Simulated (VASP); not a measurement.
Input of a VASP 6.6.1 run:

The input INCAR:

```
SYSTEM = HfB
PREC = Accurate
ENCUT = 600
EDIFF = 1E-7
ISMEAR = 0
SIGMA = 0.1
LREAL = .False.
LASPH = .True.
NELM = 100
ALGO = Normal
ISIF = 3
LWAVE = .False.
LCHARG = .False.
GGA = PE
IBRION = 2
NSW = 90
EDIFFG = -0.04
```

File KPOINTS:

```
regular mesh
0
Gamma
  6 6 6
  0 0 0
```

The input POSCAR:

```
HfB
1.0
   -2.1087794400      2.5470830200      2.9338250600
    2.1087794400     -2.5470830200      2.9338250600
    2.1087794400      2.5470830200     -2.9338250600
Hf B
2 2
Direct
    0.7602997200      0.2602997200      0.5000000000
    0.2397002800      0.7397002800      0.5000000000
    0.7193950700      0.5000000000      0.2193950700
    0.2806049300      0.5000000000      0.7806049300
```

Potentials or basis: VASP PAW PBE potentials, release 64 (Hf_pv, B).

Launch:

```console
$ cat potpaw_PBE.64/Hf_pv/POTCAR potpaw_PBE.64/B/POTCAR > POTCAR
$ mpirun -np 1 vasp_std > vasp.out
```

Q: Estimate the band gap on the k mesh.

A: Zero (bands 13 and 14 overlap by 1.18 eV).

Q: Estimate the relaxed volume.

A: 14.78 Å³/atom.

Step by step:
```tsv
step	energy change (eV)	largest force (eV/Å)	pressure (GPa)	volume (Å³)
1	0.0000	7.9981	19.80	63.03
2	-2.2794	2.0990	-16.57	80.53
3	-3.5362	1.8120	-18.20	71.71
4	-3.5536	1.9224	-17.68	71.25
5	-3.5603	2.2264	-16.19	70.21
6	-4.6081	2.4264	9.73	57.26
7	-4.6688	1.9310	2.95	59.32
8	-4.9468	0.8280	1.11	59.45
9	-4.9696	1.0659	0.56	59.49
10	-5.0005	0.7653	-3.12	59.92
11	-5.0363	0.0939	-1.75	59.75
12	-5.0436	0.0767	1.40	58.60
13	-5.0449	0.0815	0.50	58.92
14	-5.0466	0.0139	0.12	59.10
```

Caveat: spin-orbit coupling is left out, which moves the levels of the heavy elements.
